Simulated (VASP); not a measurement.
A run of VASP 6.6.1 is set up as follows.

Contents of INCAR:

```
PREC = Accurate
ENCUT = 520
EDIFF = 1E-6
ISMEAR = -1
SIGMA = 0.05
LREAL = Auto
LASPH = T
NELM = 80
ALGO = Normal
ISIF = 2
LWAVE = F
LCHARG = F
GGA = PE
IVDW = 12
NBANDS = 80
NELECT = 134.0
```

Contents of KPOINTS:

```
Automatic mesh
0
Gamma
  2 2 2
```

The input POSCAR:

```
Ag7Br8
1.0
    0.0000000000      5.7674030000      5.7674030000
    5.7674030000      0.0000000000      5.7674030000
    5.7674030000      5.7674030000      0.0000000000
Ag Br
7 8
Direct
    0.2518377856      0.2884573871      0.1915680246
    0.2310745408      0.4073237122      0.7748201400
    0.3769200800      0.7572645782      0.1538213993
    0.1089051693      0.7821544636      0.8082320587
    0.7281266802      0.2766756545      0.7722713325
    0.8289866340      0.7013035156      0.2881019412
    0.7016069451      0.7570391734      0.7134493636
    0.0057564904     -0.0583278124      0.0532995527
   -0.0006068589     -0.1212157361      0.5020977379
   -0.0639369227      0.4305490704      0.0976089238
    0.0348076942      0.4109561964      0.5378937452
    0.5797410030     -0.0363768580     -0.0014564614
    0.4482433428      0.0440752970      0.5015082178
    0.4572508632      0.5708028379     -0.0928234077
    0.5691643188      0.4622357758      0.4663277388
```

Potentials or basis: VASP PAW PBE potentials, release 64 (Ag, Br).

Command:

```sh
$ cat potpaw_PBE.64/Ag/POTCAR potpaw_PBE.64/Br/POTCAR > POTCAR
$ mpirun -np 1 vasp_std > vasp.out
```

Question: Predict the largest force.

Answer: 1.901 eV/Å.

Question: What does it give for the dispersion energy per atom?

Answer: -0.330 eV.

Forces on the atoms (eV/Å):
```
Ag  -0.149  0.826 -0.056
Ag  -0.605 -0.119  0.321
Ag   0.158 -0.151 -1.685
Ag  -0.637 -0.804  0.268
Ag  -0.612  0.425 -0.203
Ag   0.477 -0.044 -1.243
Ag   0.014 -0.114  0.449
Br   0.908 -0.163  1.662
Br   0.196  0.709  0.947
Br  -0.918 -0.337  0.016
Br   0.251  0.104 -0.112
Br   0.537 -0.091  1.446
Br  -0.603 -0.177  0.031
Br   0.321  0.403 -0.978
Br   0.662 -0.467 -0.861
```

Caveat: the k points lie up to 0.47 Å⁻¹ apart; the cell carries a net charge on a neutralising background, which shifts energy and pressure.
